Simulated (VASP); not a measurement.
The system is BAs.

```
As B
1.0
     0.00000    2.38850    2.38850
     2.38850    0.00000    2.38850
     2.38850    2.38850    0.00000
As B
1 1
Direct
  0.75000 0.75000 0.75000
  0.00000 0.00000 0.00000
```

```yaml
Program: VASP 6.6.1
Task: relaxation of cell and atoms
Functional: RPBE
Dispersion: D4
Potentials_or_basis: VASP PAW PBE potentials, release 64 (As, B)
Cutoff: 600 eV
k_mesh: 10 × 10 × 10
Occupations: fermi-dirac, width 0.05 eV
Spin: no spin polarisation
```

At the start: pressure -4.1 GPa; volume 13.63 Å³/atom.

Problem. How do energy, volume and symmetry change on relaxing?

Solution. Over 3 steps the energy falls by 5.4 meV/atom and the volume is 13.22 Å³/atom (-3.0 %); space group F-43m (No. 216, to 0.05 Å).

The path:
```tsv
step	energy change (eV)	largest force (eV/Å)	pressure (GPa)	volume (Å³)
1	0.0000	0.0000	-4.15	27.25
2	-0.0054	0.0000	3.25	25.88
3	-0.0108	0.0000	0.01	26.44
```

Final structure:
```cif
data_structure
_symmetry_space_group_name_H-M 'P 1'
_symmetry_Int_Tables_number 1
_cell_length_a 3.3439
_cell_length_b 3.3439
_cell_length_c 3.3439
_cell_angle_alpha 60.000
_cell_angle_beta 60.000
_cell_angle_gamma 60.000
_cell_volume 26.44
loop_
_atom_site_label
_atom_site_type_symbol
_atom_site_fract_x
_atom_site_fract_y
_atom_site_fract_z
_atom_site_occupancy
As1 As 0.75000 0.75000 0.75000 1
B1 B 0.00000 0.00000 0.00000 1
```

Caveat: the PAW data sets were made with another functional, which shifts forces and pressure a little.
